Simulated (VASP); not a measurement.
Input of a VASP 6.6.1 run:

File INCAR:

```
SYSTEM = Zr
PREC = Accurate
ENCUT = 520
EDIFF = 1E-6
ISMEAR = -1
SIGMA = 0.05
LREAL = .FALSE.
LASPH = .TRUE.
NELM = 100
ALGO = Normal
ISIF = 2
LWAVE = .FALSE.
LCHARG = .FALSE.
LDIPOL = .TRUE.
IDIPOL = 3
DIPOL = 0.5 0.5 0.499
GGA = PE
IVDW = 13
NBANDS = 38
```

File KPOINTS:

```
Automatic mesh
0
G
  10 10 1
  0 0 0
```

File POSCAR:

```
Zr
1.0
    3.1890515832      0.0000000000      0.0000000000
   -1.5945257916      2.7617996850      0.0000000000
    0.0000000000      0.0000000000     25.4153988562
Zr
5
Direct
    0.6666666667      0.3333333333      0.2950966870
    0.3333333333      0.6666666667      0.3975483435
    0.0000000000      0.0000000000      0.4998436582
    0.6666666667      0.3333333333      0.6028122637
    0.3333333333      0.6666666667      0.7000575855
```

Potentials or basis: VASP PAW PBE potentials, release 64 (Zr_sv).

The run is started by

```console
$ cat potpaw_PBE.64/Zr_sv/POTCAR > POTCAR
$ mpirun -np 1 vasp_std > vasp.out
```

(1) Predict the band gap on the k mesh.

(2) Estimate the largest force.

Answers

(1) zero (band 30 reaches 3.50 eV, above the bottom of band 31 at 2.34 eV).

(2) 0.417 eV/Å.
